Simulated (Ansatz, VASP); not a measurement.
# Sr: VASP beside Ansatz

```
CELL_PARAMETERS angstrom
0.00000 2.54644 2.54644
2.54644 0.00000 2.54644
2.54644 2.54644 0.00000
ATOMIC_POSITIONS crystal
Sr 0.00000 0.00000 0.00000
```

Change from the starting cell: volume scaled by 0.6, LAPW.

Alike in both runs: task single point; functional PBE; k mesh 12 × 12 × 12; occupations fermi-dirac, width 0.08 eV; no spin polarisation.

|  | VASP | Ansatz |
| --- | --- | --- |
| version | VASP 6.6.1 | Ansatz 0.2.0 |
| potentials or method | VASP PAW PBE potentials, release 64 (Sr_sv), cutoff 520 eV | all-electron LAPW, scalar-relativistic |

Ansatz gave:

| Item | Value |
| --- | --- |
| pressure (GPa) | 13.0 |

Problem. What did VASP give for the same quantities?

Solution. Pressure (GPa): 13.1.

Ansatz ran all-electron here, and VASP with PAW potentials.
